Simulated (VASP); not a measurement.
Write the native input for VASP 6.6.1 that does the following.

- Task: single point
- Functional: PBEsol
- Potentials or basis: VASP PAW PBE potentials, release 64 (Sc_sv)
- Cutoff: 520 eV
- k mesh: 18 × 18 × 6
- Occupations: gaussian, width 0.1 eV
- Spin: no spin polarisation
- Dipole correction: no
- Further INCAR settings: ALGO = Fast; EDIFF = 1e-06; NBANDS = 30

The structure of Sc lies in POSCAR:

```
Sc
1.0
    3.2423754643      0.0000000000      0.0000000000
   -1.6211877322      2.8079795207      0.0000000000
    0.0000000000      0.0000000000     10.3550725724
Sc
4
Direct
    0.0000000000      0.0000000000      0.0000000000
    0.0000000000      0.0000000000      0.5000000000
    0.3333333333      0.6666666667      0.7500000000
    0.6666666667      0.3333333333      0.2500000000
```

The input as run:

INCAR

```
SYSTEM = Sc
  PREC = Accurate
  ENCUT = 520
  EDIFF = 1E-6
  ISMEAR = 0
  SIGMA = 0.1
  LREAL = .FALSE.
  LASPH = .TRUE.
  NELM = 100
  ALGO = Fast
  ISIF = 2
  LWAVE = .FALSE.
  LCHARG = .FALSE.
  GGA = PS
  NBANDS = 30
```

KPOINTS

```
regular mesh
0
G
  18 18 6
  0 0 0
```

Potentials or basis: VASP PAW PBE potentials, release 64 (Sc_sv).

The run is started by

```sh
$ cat potpaw_PBE.64/Sc_sv/POTCAR > POTCAR
$ mpirun -np 1 vasp_std > vasp.out
```

Results of the run:

```yaml
Pressure: 0.0 GPa
Band_gap_on_the_k_mesh: zero (bands 22 and 23 overlap by 1.24 eV)
```

Caveat: the PAW data sets were made with another functional, which shifts forces and pressure a little.

It took 3.1 min on 1 thread of Intel(R) Xeon(R) 6975P-C (Granite Rapids), on a shared host, peak memory 0.42 GiB.
